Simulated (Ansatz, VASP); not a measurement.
## Two plane-wave programs on MgB2

File POSCAR:

```
MgB2
1.0
    3.0657312950      0.0000000000      0.0000000000
   -1.5328656475      2.6550011827      0.0000000000
    0.0000000000      0.0000000000      3.5205112953
Mg B
1 2
Direct
    0.0000000000      0.0000000000      0.0000000000
    0.3333333333      0.6666666667      0.5000000000
    0.6666666667      0.3333333333      0.5000000000
```

Contents of INCAR.step1:

```
SYSTEM = MgB2
PREC = Accurate ; ENCUT = 920
ISMEAR = 0 ; SIGMA = 0.1
LREAL = .FALSE. ; LASPH = .TRUE.
NELM = 120 ; NBANDS = 15
GGA = PE ; ALGO = Normal
EDIFF = 1E-5 ; LWAVE = .TRUE.
LCHARG = .FALSE. ; GGA_COMPAT = .FALSE.
```

File INCAR.step2:

```
SYSTEM = MgB2
PREC = Accurate ; ENCUT = 920
EDIFF = 1E-6 ; ISMEAR = 0
SIGMA = 0.1 ; LREAL = .FALSE.
LASPH = .TRUE. ; NELM = 120
ALGO = Normal ; ISIF = 2
LWAVE = .FALSE. ; LCHARG = .FALSE.
METAGGA = R2SCAN ; LMIXTAU = .TRUE.
NBANDS = 15 ; ISTART = 1
GGA_COMPAT = .FALSE.
```

File KPOINTS:

```
Automatic mesh
0
G
  15 15 12
  0 0 0
```

Input for Ansatz:

```yaml
crystal:
  lattice:
    - [3.065731295, 0.0, 0.0]
    - [-1.5328656475, 2.6550011827, 0.0]
    - [0.0, 0.0, 3.5205112953]
  atoms:
    - { symbol: Mg, position: [0.0, 0.0, 0.0] }
    - { symbol: B, position: [0.3333333333, 0.6666666667, 0.5] }
    - { symbol: B, position: [0.6666666667, 0.3333333333, 0.5] }
basis:
  ecutwfc: 500
kpoints:
  mp_grid: { grid: [15, 15, 12] }
  band_path:
    path:
      - [[0.0, 0.0, 0.0], [0.5, 0.0, 0.0], [0.33333333, 0.33333333, 0.0], [0.0, 0.0, 0.0], [0.0, 0.0, 0.5], [0.5, 0.0, 0.5], [0.33333333, 0.33333333, 0.5], [0.0, 0.0, 0.5]]
      - [[0.5, 0.0, 0.5], [0.5, 0.0, 0.0]]
      - [[0.33333333, 0.33333333, 0.5], [0.33333333, 0.33333333, 0.0]]
    npoints: 14
hamiltonian:
  xc: r2scan
scf:
  occupations: { method: gaussian, width: 0.1 }
  n_extra_bands: 7
output:
  forces: true
  stress: true
  eigenvalues: true
  populations: true
  dos: { projected: true, de: 0.02, nscf_kmesh: { grid: [23, 23, 18] } }
  bader: true
  write_density: true
  write_potential: true
  elf: true
  volumetric_format: npy
```

Alike in both runs: task single point; functional r2SCAN; k mesh 15 × 15 × 12; occupations gaussian, width 0.1 eV; no spin polarisation.

```csv
,VASP,Ansatz
version,VASP 6.6.1,Ansatz 0.2.0
potentials or method,"VASP PAW PBE potentials, release 64 (Mg_sv, B), cutoff 920 eV","scalar-relativistic, plane waves, PAW"
valence electrons in the cell,16,16
```

```tsv
	VASP	Ansatz	Ansatz less VASP
gap on the k mesh at the Fermi level (eV)	none	none	-
pressure (GPa)	0.3	0.0	-0.31
```

VASP's potentials were made for PBE, not for r2SCAN. A gap of «none» marks a metal or a gap that the smearing closes. The functional is the same, so the differences come from potentials, cutoffs and numerics.
